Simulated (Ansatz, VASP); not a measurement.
Pb: VASP beside Ansatz

```xyz
2
Lattice="0.0000 3.4159 3.4159 3.4159 0.0000 3.4159 3.4159 3.4159 0.0000" Properties=species:S:1:pos:R:3 pbc="T T T"
Pb    1.7080    1.7080    1.7080
Pb    0.0000    0.0000    0.0000
```

Alike in both runs: task single point; functional r2SCAN; k mesh 7 × 7 × 7; occupations fermi-dirac, width 0.05 eV; no spin polarisation.

|  | VASP | Ansatz |
| --- | --- | --- |
| version | VASP 6.6.1 | Ansatz 0.2.0 |
| potentials or method | VASP PAW PBE potentials, release 64 (Pb_d) | Ansatz PAW |
| plane-wave cutoff (eV) | 520 | 500 |
| valence electrons in the cell | 28 | 28 |

```tsv
	VASP	Ansatz	Ansatz less VASP
gap on the k mesh at the Fermi level (eV)	none	none	-
pressure (GPa)	1.8	1.8	+0.01
```

VASP's potentials were made for PBE, not for r2SCAN. A gap of «none» marks a metal or a gap that the smearing closes. The functional is the same, so the differences come from potentials, cutoffs and numerics.

Neither program's run includes spin-orbit coupling.
